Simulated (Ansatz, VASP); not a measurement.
## One calculation of In, two programs

```xyz
1
Lattice="-1.6910 1.6910 2.1153 1.6910 -1.6910 2.1153 1.6910 1.6910 -2.1153" Properties=species:S:1:pos:R:3 pbc="T T T"
In    0.0000    0.0000    0.0000
```

Alike in both runs: task single point; functional PBE; k mesh 20 × 20 × 20; occupations gaussian, width 0.15 eV; no spin polarisation.

|  | VASP | Ansatz |
| --- | --- | --- |
| version | VASP 6.6.1 | Ansatz 0.2.0 |
| potentials or method | VASP PAW PBE potentials, release 64 (In_d), cutoff 520 eV | scalar-relativistic, plane waves, PAW |
| valence electrons in the cell | 13 | 13 |

|  | VASP | Ansatz | Ansatz less VASP |
| --- | --- | --- | --- |
| gap on the k mesh at the Fermi level (eV) | none | none | - |
| pressure (GPa) | 6.2 | 6.3 | +0.04 |
| traceless stress, the component that is largest in VASP (GPa) | 0.45 | 0.45 | -0.004 |

A gap of «none» marks a metal or a gap that the smearing closes. The functional is the same, so the differences come from potentials, cutoffs and numerics.
